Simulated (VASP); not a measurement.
AlAs:

```
Al As
1.0
    -5.72791    5.72791   -5.72791
    -5.72791   -5.72791    5.72791
     5.72791    5.72791    5.72791
Al As
16 16
Direct
  0.75000 0.75000 0.50000
  0.50000 0.00000 0.50000
  0.50000 0.75000 0.75000
  0.25000 0.25000 0.50000
  0.25000 0.00000 0.75000
  0.25000 0.75000 0.00000
  0.00000 0.50000 0.50000
  0.00000 0.25000 0.75000
  0.00000 0.00000 0.00000
  0.00000 0.75000 0.25000
  0.75000 0.50000 0.75000
  0.75000 0.25000 0.00000
  0.75000 0.00000 0.25000
  0.50000 0.50000 0.00000
  0.50000 0.25000 0.25000
  0.25000 0.50000 0.25000
  0.00000 0.00000 0.75000
  0.75000 0.25000 0.75000
  0.75000 0.00000 0.00000
  0.50000 0.50000 0.75000
  0.50000 0.25000 0.00000
  0.50000 0.00000 0.25000
  0.25000 0.75000 0.75000
  0.25000 0.50000 0.00000
  0.25000 0.25000 0.25000
  0.25000 0.00000 0.50000
  0.00000 0.75000 0.00000
  0.00000 0.50000 0.25000
  0.00000 0.25000 0.50000
  0.75000 0.75000 0.25000
  0.75000 0.50000 0.50000
  0.50000 0.75000 0.50000
```

Base run:

* Program: VASP 6.6.1
* Functional: PBE
* Potentials or basis: VASP PAW PBE potentials, release 64 (Al, As)
* Cutoff: 520 eV
* k mesh: 2 × 2 × 2, shifted
* Occupations: gaussian, width 0.01 eV
* Spin: no spin polarisation

Its results: band gap on the k mesh 2.26 eV; pressure 0.2 GPa.

The run is repeated on the same cell with these changes: k mesh from 2 × 2 × 2, shifted to 3 × 3 × 3; further incar settings from LREAL = Auto; ALGO = Normal; EDIFF = 1e-06; NBANDS = 86 to LREAL = Auto; ALGO = Normal; EDIFF = 1e-07; NBANDS = 86. What comes out?

Band gap on the k mesh 1.50 eV; pressure 0.2 GPa.

A k mesh can miss the band edges.
